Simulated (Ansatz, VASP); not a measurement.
## Sb: VASP beside Ansatz

Contents of INCAR:

```
ALGO = Normal
EDIFF = 1E-8
ENCUT = 400
GGA = PE
GGA_COMPAT = False
ISIF = 2
ISMEAR = -1
LASPH = True
LCHARG = False
LEFG = True
LREAL = False
LWAVE = False
NBANDS = 12
NELM = 120
PREC = Accurate
SIGMA = 0.05
```

File KPOINTS:

```
k-points
0
Gamma
  9 9 9
```

POSCAR

```
Sb
1.0
    2.1936123386      1.2664826742      3.7440000000
   -2.1936123386      1.2664826742      3.7440000000
    0.0000000000     -2.5329653483      3.7440000000
Sb
2
Direct
    0.2336400000      0.2336400000      0.2336400000
    0.7663600000      0.7663600000      0.7663600000
```

Input for Ansatz:

```yaml
crystal:
  lattice:
    - [2.1936123386, 1.2664826742, 3.744]
    - [-2.1936123386, 1.2664826742, 3.744]
    - [0.0, -2.5329653483, 3.744]
  atoms:
    - { symbol: Sb, position: [0.23364, 0.23364, 0.23364] }
    - { symbol: Sb, position: [0.76636, 0.76636, 0.76636] }
kpoints:
  mp_grid: { grid: [9, 9, 9] }
scf:
  occupations: { method: fermi_dirac, width: 0.05 }
hamiltonian:
  xc: pbe
  pseudopotentials: { kind: all_electron, datasets: crystal }
output:
  forces: true
  stress: true
  eigenvalues: true
  efg: { contact_densities: true }
```

Change from the starting cell: equal xx and yy strain of +2 %, crystal datasets.

Alike in both runs: task electric field gradients; functional PBE; k mesh 9 × 9 × 9; occupations fermi-dirac, width 0.05 eV; no spin polarisation.

|  | VASP | Ansatz |
| --- | --- | --- |
| version | VASP 6.6.1 | Ansatz 0.2.0 |
| potentials or method | VASP PAW PBE potentials, release 64 (Sb), cutoff 400 eV | all-electron PAW with datasets made for the crystal, scalar-relativistic |

|  | VASP | Ansatz | Ansatz less VASP |
| --- | --- | --- | --- |
| pressure (GPa) | 0.7 | 0.7 | -0.03 |
| traceless stress, the component that is largest in VASP (GPa) | 0.46 | 0.49 | +0.030 |
| rms of the force components (eV/Å) | 0.039 | 0.019 | -0.0203 |
| size of Vzz on the site where it differs most (V/Å²) | 51.8 | 55.6 | +3.83 |

Atom by atom the forces differ by 0.020 eV/Å (rms over components). Ansatz ran all-electron here, and VASP with PAW potentials.

Spin-orbit coupling is off throughout.
